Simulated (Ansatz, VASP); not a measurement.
BaTiO3: VASP beside Ansatz

File POSCAR:

```
BaTiO3
1.0
    3.9723167996      0.0000000000      0.0000000000
    0.0000000000      3.9723167996      0.0000000000
    0.0000000000      0.0000000000      4.1123825565
Ba Ti O
1 1 3
Direct
    0.0000000000      0.0000000000      0.9926109048
    0.5000000000      0.5000000000      0.4745255192
    0.5000000000      0.5000000000     -0.0231391049
    0.5000000000      0.0000000000      0.5146449361
    0.0000000000      0.5000000000      0.5146449361
```

File INCAR.step1:

```
ALGO = Normal ; EDIFF = 1E-4
ENCUT = 520 ; GGA = PE
ISMEAR = 0 ; LASPH = T
LCHARG = F ; LREAL = F
LWAVE = T ; NBANDS = 28
NELM = 80 ; PREC = Accurate
SIGMA = 0.05
```

INCAR.step2

```
ALGO = Normal ; EDIFF = 1E-6
ENCUT = 520 ; ISIF = 2
ISMEAR = 0 ; ISTART = 1
LASPH = T ; LCHARG = F
LMIXTAU = T ; LREAL = F
LWAVE = F ; METAGGA = R2SCAN
NBANDS = 28 ; NELM = 80
PREC = Accurate ; SIGMA = 0.05
```

File KPOINTS:

```
k-points
0
Gamma
  8 8 8
```

Input for Ansatz:

```yaml
crystal:
  lattice:
    - [3.9723167996, 0.0, 0.0]
    - [0.0, 3.9723167996, 0.0]
    - [0.0, 0.0, 4.1123825565]
  atoms:
    - { symbol: Ba, position: [0.0, 0.0, 0.9926109048] }
    - { symbol: Ti, position: [0.5, 0.5, 0.4745255192] }
    - { symbol: O, position: [0.5, 0.5, -0.0231391049] }
    - { symbol: O, position: [0.5, 0.0, 0.5146449361] }
    - { symbol: O, position: [0.0, 0.5, 0.5146449361] }
basis:
  ecutwfc: 500
kpoints:
  mp_grid: { grid: [8, 8, 8] }
hamiltonian:
  xc: r2scan
scf:
  occupations: { method: gaussian, width: 0.05 }
output:
  forces: true
  stress: true
  eigenvalues: true
```

Alike in both runs: task single point; functional r2SCAN; k mesh 8 × 8 × 8; occupations gaussian, width 0.05 eV; no spin polarisation.

|  | VASP | Ansatz |
| --- | --- | --- |
| version | VASP 6.6.1 | Ansatz 0.2.0 |
| potentials or method | VASP PAW PBE potentials, release 64 (Ba_sv, Ti_sv, O), cutoff 520 eV | scalar-relativistic, plane waves, PAW |
| valence electrons in the cell | 40 | 40 |

|  | VASP | Ansatz | Ansatz less VASP |
| --- | --- | --- | --- |
| gap on the k mesh at the Fermi level (eV) | 2.08 | 2.09 | +0.014 |
| least direct gap on the mesh (eV) | 2.31 | 2.29 | -0.020 |
| pressure (GPa) | -1.2 | -3.1 | -1.89 |
| traceless stress, the component that is largest in VASP (GPa) | -4.59 | -4.43 | +0.159 |
| rms of the force components (eV/Å) | 0.561 | 0.559 | -0.0018 |

VASP's potentials were made for PBE, not for r2SCAN. Atom by atom the forces differ by 0.014 eV/Å (rms over components).

Spin-orbit coupling is off throughout.
